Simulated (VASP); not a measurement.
# Ru (P6_3/mmc) in VASP: notebook

Runs on Ru. Level: PBEsol. Tasks: single point.

Program: VASP 6.6.1. These are calculated values, not measurements. Logs are shortened: lines on timing, memory, paths and dates and some standing lists are left out, and cuts for length are marked.

## (1) The cell of the first run

Symmetry: P6_3/mmc, No. 194, hexagonal system. Conventional cell: a = 2.539 Å, b = 2.539 Å, c = 4.763 Å, α = 90.00°, β = 90.00°, γ = 120.00°. Within 3.4 Å of Ru (site symmetry -6m2) lie 12 Ru at 2.54 to 2.80 Å.

## (2) Single point, PBEsol

INCAR

```
SYSTEM = Ru
PREC = Accurate
ENCUT = 520
EDIFF = 1E-6
ISMEAR = 0
SIGMA = 0.15
LREAL = .FALSE.
LASPH = .TRUE.
NELM = 60
ALGO = Normal
ISIF = 2
LWAVE = .FALSE.
LCHARG = .TRUE.
GGA = PS
LELF = .TRUE.
LVHAR = .TRUE.
NBANDS = 21
```

KPOINTS

```
Automatic mesh
0
G
  18 18 10
  0 0 0
```

POSCAR

```
Ru
1.0
    2.5391000000      0.0000000000      0.0000000000
   -1.2695500000      2.1989251028      0.0000000000
    0.0000000000      0.0000000000      4.7627000000
Ru
2
Direct
    0.3333333333      0.6666666667      0.2500000000
    0.6666666667      0.3333333333      0.7500000000
```

Potentials or basis: VASP PAW PBE potentials, release 64 (Ru_pv).

On the command line:

```sh
$ cat potpaw_PBE.64/Ru_pv/POTCAR > POTCAR
$ mpirun -np 1 vasp_std > vasp.out
```

OUTCAR:

```text
SYSTEM = Ru
   PREC = Accurate
   ENCUT = 520
   EDIFF = 1E-6
   ISMEAR = 0
   LREAL = .FALSE.
   LASPH = .TRUE.
   NELM = 60
   ISIF = 2
   GGA = PS

 ion  position               nearest neighbor table
   1  0.333  0.667  0.250-   2 2.80   2 2.80   2 2.80   2 2.80   2 2.80   2 2.80
   2  0.667  0.333  0.750-   1 2.80   1 2.80   1 2.80   1 2.80   1 2.80   1 2.80

  LATTYP: Found a hexagonal cell.
 ALAT       =     2.5391000000
 C/A-ratio  =     1.8757433736

  Lattice vectors:

 A1 = (   2.5391000000,   0.0000000000,   0.0000000000)
 A2 = (  -1.2695500000,   2.1989251028,   0.0000000000)
 A3 = (   0.0000000000,   0.0000000000,   4.7627000000)

Analysis of symmetry for initial positions (statically):
=====================================================================
 Subroutine PRICEL returns:
 Original cell was already a primitive cell.

 Routine SETGRP: Setting up the symmetry group for a
 hexagonal supercell.

 Subroutine GETGRP returns: Found 24 space group operations
 (whereof 12 operations were pure point group operations)
 out of a pool of 24 trial point group operations.

The static configuration has the point symmetry D_3d.
 The point group associated with its full space group is D_6h.

Analysis of symmetry for dynamics (positions and initial velocities):
=====================================================================
 Subroutine PRICEL returns:
 Original cell was already a primitive cell.

 Routine SETGRP: Setting up the symmetry group for a
 hexagonal supercell.

 Subroutine GETGRP returns: Found 24 space group operations
 (whereof 12 operations were pure point group operations)
 out of a pool of 24 trial point group operations.

The dynamic configuration has the point symmetry D_3d.
 The point group associated with its full space group is D_6h.

 Subroutine INISYM returns: Found 24 space group operations
 (whereof 12 operations are pure point group operations),
 and found     1 'primitive' translations

----------------------------------------------------------------------------------------

                                     Primitive cell

  volume of cell :      26.5915

  direct lattice vectors                    reciprocal lattice vectors
     2.539100000  0.000000000  0.000000000     0.393840337  0.227383825  0.000000000
    -1.269550000  2.198925103  0.000000000     0.000000000  0.454767649  0.000000000
     0.000000000  0.000000000  4.762700000     0.000000000  0.000000000  0.209964936

  length of vectors
     2.539100000  2.539100000  4.762700000     0.454767649  0.454767649  0.209964936

  position of ions in fractional coordinates (direct lattice)
     0.333333333  0.666666667  0.250000000
     0.666666667  0.333333333  0.750000000

  ion indices of the primitive-cell ions
   primitive index   ion index
                 1           1
                 2           2

----------------------------------------------------------------------------------------

 KPOINTS: Automatic mesh

Automatic generation of k-mesh.
 Grid dimensions read from file:
 generate k-points for:   18   18   10

 Generating k-lattice:

  Cartesian coordinates                     Fractional coordinates (reciprocal lattice)
     0.021880019  0.012632435  0.000000000     0.055555556  0.000000000  0.000000000
     0.000000000  0.025264869  0.000000000     0.000000000  0.055555556  0.000000000
     0.000000000  0.000000000  0.020996494     0.000000000  0.000000000  0.100000000

  Length of vectors
     0.025264869  0.025264869  0.020996494

  Shift w.r.t. Gamma in fractional coordinates (k-lattice)
     0.000000000  0.000000000  0.000000000

 Subroutine IBZKPT returns following result:
 ===========================================

 Found    222 irreducible k-points:

 Following reciprocal coordinates:
            Coordinates               Weight
  0.000000  0.000000  0.000000      1.000000
  0.055556  0.000000  0.000000      6.000000
  0.111111  0.000000  0.000000      6.000000
  0.166667  0.000000  0.000000      6.000000
  0.222222  0.000000  0.000000      6.000000
  0.277778  0.000000  0.000000      6.000000
[... 16 lines left out ...]
  0.333333  0.111111  0.000000     12.000000
  0.388889  0.111111  0.000000     12.000000
 [... further k-points ...]
   k-points           NKPTS =    222   k-points in BZ     NKDIM =    222   number of bands    NBANDS=     21
   number of dos      NEDOS =    301   number of ions     NIONS =      2
   total plane-waves  NPLWV =  14400
   dimension x,y,z NGX =    20 NGY =   20 NGZ =   36
   dimension x,y,z NGXF=    40 NGYF=   40 NGZF=   72
   ions per type =               2
   NGX,Y,Z   is equivalent  to a cutoff of  13.09, 13.09, 12.57 a.u.
   NGXF,Y,Z  is equivalent  to a cutoff of  26.19, 26.19, 25.13 a.u.
 SYSTEM =  Ru
   PREC   = accura    normal or accurate (medium, high low for compatibility)
   ISTART =      0    job   : 0-new  1-cont  2-samecut
   ICHARG =      2    charge: 1-file 2-atom 10-const
   ISPIN  =      1    spin polarized calculation?
   LNONCOLLINEAR =      F non collinear calculations
   LSORBIT =      F    spin-orbit coupling
   LASPH  =      T    aspherical Exc in radial PAW
   ENCUT  =  520.0 eV  38.22 Ry    6.18 a.u.   4.72  4.72  8.86*2*pi/ulx,y,z
   NELM   =     60;   NELMIN=  2; NELMDL= -5     # of ELM steps
   EDIFF  = 0.1E-05   stopping-criterion for ELM
   LREAL  =      F    real-space projection
   EDIFFG = 0.1E-04   stopping-criterion for IOM
   NSW    =      0    number of steps for IOM
   IBRION =     -1    ionic relax: 0-MD 1-quasi-New 2-CG
   NFREE  =      0    steps in history (QN), initial steepest desc. (CG)
   ISIF   =      2    stress and relaxation
   ISYM   =      2    0-nonsym 1-usesym 2-fastsym
   POTIM  = 0.5000    time-step for ionic-motion
   TEBEG  =    0.0;   TEEND  =   0.0 temperature during run
   PSTRESS=    0.0 pullay stress
   NELECT =      28.0000    total number of electrons
   NUPDOWN=      -1.0000    fix difference up-down
   EMIN   =  10.00;   EMAX   =-10.00  energy-range for DOS
   EFERMI =   0.00;   METHOD = LEGACY
   ISMEAR =     0;   SIGMA  =   0.15  broadening in eV -4-tet -1-fermi 0-gaus
   EFERMI_NEDOS =   21; number of points for ismear=-14 and -15
   IALGO  =     38    algorithm
   IMIX   =      4    mixing-type and parameters
     AMIX     =   0.40;   BMIX     =  1.00
     AMIX_MAG =   1.60;   BMIX_MAG =  1.00
  volume/ion in A,a.u.               =      13.30        89.72
  Fermi-wavevector in a.u.,A,eV,Ry     =   1.665507  3.147351 37.741366  2.773912
  Thomas-Fermi vector in A             =   2.751865
   LORBIT       =      0    0 simple, 1 ext, 2 COOP (PROOUT), +10 PAW based schemes
   GGA     = PS    functional components
   LHFCALC =     F    Hartree Fock is set to
   AEXX    =    0.0000 exact exchange contribution
   IVDW    =     0    specifies the selected vdW correction
   LEPSILON=     F    determine dielectric tensor
   LRPA    =     F    only Hartree local field effects (RPA)
 non-spin polarized calculation
 Gauss-broadening in eV      SIGMA  =   0.15
  energy-cutoff  :      520.00
  volume of cell :       26.59
 maximum number of plane-waves:       738
 NGX is ok and might be reduce to    20
   NGX =  9   NGY =  9   NGZ = 17

 number of electron      27.9999995 magnetization

 Free energy of the ion-electron system (eV)
  ---------------------------------------------------
  ext. energy  EPLUGINS =         0.00000000
  ---------------------------------------------------
  free energy    TOTEN  =       -19.54619701 eV

  energy without entropy =      -19.52215176  energy(sigma->0) =      -19.53417438

 E-fermi :  13.1274     XC(G=0): -14.3857

 val. band max:       13.1262999524   @ k =   0.5000   0.0000   0.4000
 cond. band min:      13.1290996239   @ k =   0.2778   0.2778   0.1000
 fundamental gap:      0.0027996715
 Fermi energy:        13.1274248053

 k-point     1 :       0.0000    0.0000    0.0000
  band No.  band energies     occupation
      1     -30.3223      2.00000
      2     -29.5327      2.00000
      3     -29.2890      2.00000
      4     -29.2890      2.00000
      5     -29.2221      2.00000
      6     -29.2221      2.00000
[... 13 lines left out ...]
     20      23.4648      0.00000
     21      23.4681      0.00000

 k-point     2 :       0.0556    0.0000    0.0000
  band No.  band energies     occupation
      1     -30.3109      2.00000
      2     -29.5320      2.00000
      3     -29.3316      2.00000
      4     -29.3000      2.00000
      5     -29.2651      2.00000
      6     -29.2305      2.00000
[... 13 lines left out ...]
     20      23.4649      0.00000
     21      23.4681      0.00000

 k-point     3 :       0.1111    0.0000    0.0000
  band No.  band energies     occupation
      1     -30.2776      2.00000
      2     -29.5304      2.00000
      3     -29.4539      2.00000
      4     -29.3880      2.00000
      5     -29.3313      2.00000
      6     -29.2549      2.00000
[... 13 lines left out ...]
     20      23.4648      0.00000
     21      23.4679      0.00000

 k-point     4 :       0.1667    0.0000    0.0000
  band No.  band energies     occupation
      1     -30.2251      2.00000
      2     -29.6395      2.00000
      3     -29.5726      2.00000
      4     -29.5294      2.00000
      5     -29.3785      2.00000
      6     -29.2928      2.00000
[... 13 lines left out ...]
     20      23.4647      0.00000
     21      23.4677      0.00000

 k-point     5 :       0.2222    0.0000    0.0000
  band No.  band energies     occupation
      1     -30.1575      2.00000
      2     -29.8645      2.00000
      3     -29.7935      2.00000
      4     -29.5309      2.00000
      5     -29.4354      2.00000
      6     -29.3396      2.00000
[... 13 lines left out ...]
     20      23.4645      0.00000
     21      23.4673      0.00000
[... 382 lines left out ...]
     20      23.4642      0.00000
     21      23.4667      0.00000

 k-point    22 :       0.2778    0.1111    0.0000
  band No.  band energies     occupation
      1     -30.3052      2.00000
      2     -30.2357      2.00000
      3     -29.9787      2.00000
      4     -29.6245      2.00000
      5     -29.5544      2.00000
      6     -29.5235      2.00000
[... 13 lines left out ...]
     20      23.4633      0.00000
     21      23.4652      0.00000

 k-point    23 :       0.3333    0.1111    0.0000
  band No.  band energies     occupation
      1     -30.4610      2.00000
      2     -30.3760      2.00000
      3     -29.9066      2.00000
      4     -29.6833      2.00000
      5     -29.5751      2.00000
      6     -29.5717      2.00000
[... 13 lines left out ...]
     20      23.4559      0.00000
     21      23.4638      0.00000

 k-point    24 :       0.3889    0.1111    0.0000
  band No.  band energies     occupation
      1     -30.5615      2.00000
      2     -30.4668      2.00000
      3     -29.8505      2.00000
      4     -29.7214      2.00000
      5     -29.6031      2.00000
      6     -29.5974      2.00000
[... 13 lines left out ...]
     20      23.4627      0.00000
     21      23.8071      0.00000

 [... further k-points ...]
[... 5 lines left out ...]
  --------------------------------------------------------------------------------------
  -------------------------------------------------------------------------------------
  Total        6.2096387      6.2096387     -6.9650155      0.0000000      0.0000000      0.0000000
  in kB      374.1393983    374.1393984   -419.6519081      0.0000000      0.0000000      0.0000000
  external PRESSURE =     109.5422962 kB  Pullay stress =       0.0000000 kB

 VOLUME and BASIS-vectors are now :
 -----------------------------------------------------------------------------
  energy-cutoff  :      520.00
  volume of cell :       26.59
      direct lattice vectors                 reciprocal lattice vectors
     2.539100000  0.000000000  0.000000000     0.393840337  0.227383825  0.000000000
    -1.269550000  2.198925103  0.000000000     0.000000000  0.454767649  0.000000000
     0.000000000  0.000000000  4.762700000     0.000000000  0.000000000  0.209964936

 POSITION                                       TOTAL-FORCE (eV/Angst)
 -----------------------------------------------------------------------------------
     -0.00000      1.46595      1.19067        -0.000000      0.000000      0.000000
      1.26955      0.73298      3.57203         0.000000     -0.000000      0.000000
 -----------------------------------------------------------------------------------
    total drift:                                0.000000     -0.000000      0.000000

  FREE ENERGIE OF THE ION-ELECTRON SYSTEM (eV)
  ---------------------------------------------------
  free  energy   TOTEN  =       -19.5461970055 eV

  energy  without entropy=      -19.5221517621  energy(sigma->0) =      -19.53417438
```

Run time: 37 s. Hardware: 1 thread of Intel Xeon 6975P-C (Granite Rapids), shared host; peak memory 0.21 GiB.

Results:

```
Free energy            : -19.5462 eV
Pressure               : 11.0 GPa
Band gap on the k mesh : zero (band 14 reaches 14.48 eV, above the bottom of band 15 at 12.02 eV)
```

Caveat: the PAW data sets were made with another functional, which shifts forces and pressure a little.

(Part 1 of 2 ends here.)
